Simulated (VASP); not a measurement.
## GaP: single point with PBE

The system is GaP.

```
Ga P
1.0
     3.51979    0.00000    0.00000
     0.00000    3.51979    0.00000
     0.00000    0.00000    3.51979
Ga P
1 1
Direct
  0.50000 0.50000 0.50000
  0.00000 0.00000 0.00000
```

The cell was generated, and may not be a known phase.

```yaml
Program: VASP 6.6.1
Task: single point
Functional: PBE
Potentials_or_basis: VASP PAW PBE potentials, release 64 (Ga_d, P)
Cutoff: 520 eV
k_mesh: 6 × 6 × 6
Occupations: gaussian, width 0.1 eV
Spin: no spin polarisation
Dipole_correction: no
Further_INCAR_settings: ALGO = Normal; EDIFF = 1e-07; NBANDS = 16
```

```
Pressure               : -10.3 GPa
Band gap on the k mesh : zero (bands 9 and 10 overlap by 2.86 eV)
```

Levels at points of the mesh, in eV from the Fermi level:
```
           k point  band 6  band 7  band 8  band 9  band 10  band 11  band 12  band 13
(0.00, 0.00, 0.00)  -11.53   -2.57   -0.41   -0.41    -0.41     5.02     5.02     8.22
(0.50, 0.00, 0.00)   -9.97   -6.92    0.90    0.90     2.27     2.46     4.69     4.69
(0.50, 0.50, 0.00)   -8.80   -4.15   -3.94   -3.94     1.47     6.20     6.20     6.82
(0.50, 0.50, 0.50)   -8.07   -2.22   -1.96   -1.96    -1.96     0.30     0.30     0.30
```

Run time: 23 s on 1 thread of AMD EPYC 7R13 (shared host), peak memory 0.13 GiB.

Caveat: the cell stands under tension.
